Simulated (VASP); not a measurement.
Runs of VASP 6.6.1 on WS. The structure is that of space group Pm-3m (No. 221), or close to it. The cells are those of the table. 

```csv
level,cell,k mesh,grid for exact exchange (PRECFOCK),share of exact exchange,screening parameter,gap on the mesh (eV),pressure (GPa)
PBEsol-based screened hybrid with 25 % exact exchange,"a = 3.008 Å, 2 atoms",5 × 5 × 5,Normal,0.25,0.207 1/Å,none,-13.1
PBE,"a = 3.008 Å, 2 atoms",9 × 9 × 9,-,-,-,none,0.8
PBE0,"a = 2.976 Å, 2 atoms",5 × 5 × 5,Normal,0.25,-,none,-0.6
PBEsol-based global hybrid with 25 % exact exchange,"a = 2.957 Å, 2 atoms",5 × 5 × 5,Normal,0.25,-,none,(a)
```

Alike in all rows: no spin polarisation; smearing fermi-dirac 0.05 eV.

Task: Estimate the missing entries.

Result: (a) -0.4.

Caveats: some runs use coarse meshes; spin-orbit coupling is left out, which moves the levels of the heavy elements; the PAW data sets were made with another functional, which shifts forces and pressure a little (at least some runs).

A k mesh can miss the band edges, and the runs leave out spin-orbit coupling on W.

A gap of «none» marks levels without a gap at the run's occupations.
